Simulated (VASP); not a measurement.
The system is Re.

```xyz
4
Lattice="2.7664 0.0000 0.0000 -1.3832 2.3958 0.0000 0.0000 0.0000 8.9388" Properties=species:S:1:pos:R:3 pbc="T T T"
Re    1.3832    0.7986    6.7041
Re    0.0000    0.0000    4.4694
Re    0.0000    1.5972    2.2347
Re    0.0000    0.0000    0.0000
```

Base run:

```yaml
Program: VASP 6.6.1
Functional: PBEsol
Potentials_or_basis: VASP PAW PBE potentials, release 64 (Re)
Cutoff: 520 eV
k_mesh: 8 × 8 × 3
Occupations: fermi-dirac, width 0.05 eV
Spin: no spin polarisation
```

Its results: pressure -6.6 GPa.

Q: The run is repeated on the same cell with these changes: spin from no spin polarisation to non-collinear spin, zero start, spin-orbit coupling; further incar settings from ALGO = Fast; EDIFF = 1e-06; NBANDS = 22 to ALGO = Normal; EDIFF = 1e-07; NBANDS = 42. What comes out?

A: Pressure -5.8 GPa; net moment 0.00 μB per cell.

Caveats: the cell stands under tension; the PAW data sets were made with another functional, which shifts forces and pressure a little.
